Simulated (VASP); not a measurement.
A run of VASP 6.6.1 is set up as follows.

Contents of POSCAR:

```
Ti3Se
1.0
    4.1132981672      0.0000000000      0.0000000000
    0.0000000000      4.1132981672      0.0000000000
    0.0000000000      0.0000000000      4.1132981672
Ti Se
3 1
Direct
    0.0000000000      0.5000000000      0.5000000000
    0.5000000000      0.0000000000      0.5000000000
    0.5000000000      0.5000000000      0.0000000000
    0.0000000000      0.0000000000      0.0000000000
```

File INCAR.step1:

```
SYSTEM = Ti3Se
ALGO = Normal
EDIFF = 1E-4
ENCUT = 600
GGA = PE
ISMEAR = 0
LASPH = .True.
LCHARG = .False.
LREAL = .False.
LWAVE = .True.
NELM = 60
PREC = Accurate
SIGMA = 0.1
```

The input INCAR.step2:

```
SYSTEM = Ti3Se
ALGO = Normal
EDIFF = 1E-6
EDIFFG = -0.04
ENCUT = 600
IBRION = 2
ISIF = 3
ISMEAR = 0
ISTART = 1
LASPH = .True.
LCHARG = .False.
LMIXTAU = .True.
LREAL = .False.
LWAVE = .False.
METAGGA = R2SCAN
NELM = 60
NSW = 90
PREC = Accurate
SIGMA = 0.1
```

The input KPOINTS:

```
k-points
0
Gamma
  4 4 4
  0 0 0
```

Potentials or basis: VASP PAW PBE potentials, release 64 (Ti_sv, Se).

Command:

```console
$ cat potpaw_PBE.64/Ti_sv/POTCAR potpaw_PBE.64/Se/POTCAR > POTCAR
$ cp INCAR.step1 INCAR
$ mpirun -np 1 vasp_std > vasp.out
$ cp INCAR.step2 INCAR
$ mpirun -np 1 vasp_std > vasp.out
```

Question: Estimate the space group after relaxing (to 0.05 Å).

Answer: Pm-3m (No. 221).

Question: What does it give for the band gap on the k mesh?

Answer: Zero (band 21 reaches 10.31 eV, above the bottom of band 22 at 8.09 eV).

Question: Predict the relaxed cell.

Answer: a = 3.979 Å, b = 3.979 Å, c = 3.979 Å, α = 90.00°, β = 90.00°, γ = 90.00°.

The path:
```tsv
step	energy change (eV)	largest force (eV/Å)	pressure (GPa)	volume (Å³)
1	0.0000	0.0000	-10.37	69.59
2	-0.1165	0.0000	9.83	58.86
3	-0.2355	0.0000	-0.03	62.98
```

Caveat: the k points lie up to 0.39 Å⁻¹ apart in the final cell; the PAW data sets were made with another functional, which shifts forces and pressure a little.
